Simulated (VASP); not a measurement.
Here is a VASP 6.6.1 calculation.

File INCAR:

```
SYSTEM = BiCCl
PREC = Accurate
ENCUT = 520
EDIFF = 1E-6
ISMEAR = 0
SIGMA = 0.1
LREAL = .FALSE.
LASPH = .TRUE.
NELM = 100
ALGO = Fast
ISIF = 2
LWAVE = .FALSE.
LCHARG = .FALSE.
GGA = PE
NBANDS = 35
```

KPOINTS

```
Automatic mesh
0
G
  12 12 8
  0 0 0
```

Contents of POSCAR:

```
BiCCl
1.0
    4.9586885177      0.0000000000      0.0000000000
   -2.4793442588      4.2943502258      0.0000000000
    0.0000000000      0.0000000000      5.6666742599
Bi C Cl
2 2 2
Direct
    0.6666666667      0.3333333333      0.2500000000
    0.3333333333      0.6666666667      0.7500000000
    0.0000000000      0.0000000000      0.5000000000
    0.0000000000      0.0000000000      0.0000000000
    0.3333333333      0.6666666667      0.2500000000
    0.6666666667      0.3333333333      0.7500000000
```

Potentials or basis: VASP PAW PBE potentials, release 64 (Bi_d, C, Cl).

Command:

```bash
$ cat potpaw_PBE.64/Bi_d/POTCAR potpaw_PBE.64/C/POTCAR potpaw_PBE.64/Cl/POTCAR > POTCAR
$ mpirun -np 1 vasp_std > vasp.out
```

(1) Predict the band gap on the k mesh.

(2) What does it give for the pressure?

Answers

(1) zero (bands 26 and 27 overlap by 0.98 eV).

(2) -0.1 GPa.

Caveat: spin-orbit coupling is left out, which moves the levels of the heavy elements.
